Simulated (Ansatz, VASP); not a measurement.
## Two plane-wave programs on CO2

Contents of INCAR:

```
SYSTEM = CO2
ALGO = Normal ; EDIFF = 1E-6
ENCUT = 520 ; GGA = PS
ISIF = 2 ; ISMEAR = 0
LASPH = .True. ; LCHARG = .False.
LREAL = .False. ; LWAVE = .False.
NBANDS = 44 ; NELM = 80
PREC = Accurate ; SIGMA = 0.05
```

KPOINTS

```
k-points
0
Gamma
  4 4 4
  0 0 0
```

File POSCAR:

```
CO2
1.0
    5.1619422692      0.0000000000      0.0000000000
    0.0000000000      5.7999351339      0.0000000000
    0.0000000000      0.0000000000      6.2349302689
C O
4 8
Direct
    0.0000000000      0.0000000000      0.0000000000
    0.5000000000      0.0000000000      0.5000000000
    0.5000000000      0.5000000000      0.0000000000
    0.0000000000      0.5000000000      0.5000000000
    0.1161576883      0.1161576883      0.1161576883
    0.3838423117      0.8838423117      0.6161576883
    0.6161576883      0.3838423117      0.8838423117
    0.8838423117      0.6161576883      0.3838423117
    0.8838423117      0.8838423117      0.8838423117
    0.6161576883      0.1161576883      0.3838423117
    0.3838423117      0.6161576883      0.1161576883
    0.1161576883      0.3838423117      0.6161576883
```

Input for Ansatz:

```yaml
crystal:
  lattice:
    - [5.1619422692, 0.0, 0.0]
    - [0.0, 5.7999351339, 0.0]
    - [0.0, 0.0, 6.2349302689]
  atoms:
    - { symbol: C, position: [0.0, 0.0, 0.0] }
    - { symbol: C, position: [0.5, 0.0, 0.5] }
    - { symbol: C, position: [0.5, 0.5, 0.0] }
    - { symbol: C, position: [0.0, 0.5, 0.5] }
    - { symbol: O, position: [0.1161576883, 0.1161576883, 0.1161576883] }
    - { symbol: O, position: [0.3838423117, 0.8838423117, 0.6161576883] }
    - { symbol: O, position: [0.6161576883, 0.3838423117, 0.8838423117] }
    - { symbol: O, position: [0.8838423117, 0.6161576883, 0.3838423117] }
    - { symbol: O, position: [0.8838423117, 0.8838423117, 0.8838423117] }
    - { symbol: O, position: [0.6161576883, 0.1161576883, 0.3838423117] }
    - { symbol: O, position: [0.3838423117, 0.6161576883, 0.1161576883] }
    - { symbol: O, position: [0.1161576883, 0.3838423117, 0.6161576883] }
basis:
  ecutwfc: 520.0
kpoints:
  mp_grid: { grid: [4, 4, 4] }
hamiltonian:
  xc: pbesol
scf:
  occupations: { method: gaussian, width: 0.05 }
output:
  forces: true
  stress: true
  eigenvalues: true
```

Change from the starting cell: normal strain along x -0.1100, normal strain along z +0.0750.

Alike in both runs: task single point; functional PBEsol; k mesh 4 × 4 × 4; occupations gaussian, width 0.05 eV; no spin polarisation.

```csv
,VASP,Ansatz
version,VASP 6.6.1,Ansatz 0.2.0
potentials or method,"VASP PAW PBE potentials, release 64 (C, O), cutoff 520 eV","scalar-relativistic, plane waves, PAW"
valence electrons in the cell,64,64
```

|  | VASP | Ansatz | Ansatz less VASP |
| --- | --- | --- | --- |
| gap on the k mesh at the Fermi level (eV) | 6.65 | 6.67 | +0.020 |
| least direct gap on the mesh (eV) | 6.65 | 6.67 | +0.020 |
| pressure (GPa) | 4.9 | 3.2 | -1.73 |
| traceless stress, the component that is largest in VASP (GPa) | 0.47 | 0.13 | -0.341 |
| rms of the force components (eV/Å) | 0.867 | 0.507 | -0.3606 |

VASP's potentials were made for PBE, not for PBEsol. Atom by atom the forces differ by 0.361 eV/Å (rms over components).

Noted on VASP's run: the standard files for N, O and F lose accuracy on very short bonds.
